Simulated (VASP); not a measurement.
Crystal: CaO.

```
Ca O
1.0
     3.25285    0.00000    0.00000
     0.00000    3.25285    0.00000
     0.00000    0.00000    3.25285
Ca O
1 1
Direct
  0.50000 0.50000 0.50000
  0.00000 0.00000 0.00000
```

```yaml
Program: VASP 6.6.1
Task: relaxation of cell and atoms
Functional: PBE
Potentials_or_basis: VASP PAW PBE potentials, release 64 (Ca_sv, O)
Cutoff: 600 eV
k_mesh: 6 × 6 × 6
Occupations: gaussian, width 0.1 eV
Spin: no spin polarisation
```

At the start: pressure -17.0 GPa; volume 17.21 Å³/atom.

**Question.** Where does the relaxation end?

**Answer.** Over 3 steps the energy falls by 314.2 meV/atom and the volume is 12.71 Å³/atom (-26.1 %); space group Pm-3m (No. 221, to 0.05 Å).

The path:
| step | energy change (eV) | largest force (eV/Å) | pressure (GPa) | volume (Å³) |
| --- | --- | --- | --- | --- |
| 1 | 0.0000 | 0.0000 | -17.05 | 34.42 |
| 2 | -0.6222 | 0.0000 | -2.75 | 26.08 |
| 3 | -0.6283 | 0.0000 | -0.15 | 25.42 |

Final structure:
```
Ca O
1.0
     2.94034    0.00000    0.00000
     0.00000    2.94034    0.00000
     0.00000    0.00000    2.94034
Ca O
1 1
Direct
  0.50000 0.50000 0.50000
  0.00000 0.00000 0.00000
```

Caveat: the volume moved by over 15 % at a fixed basis, so the end points are rough.
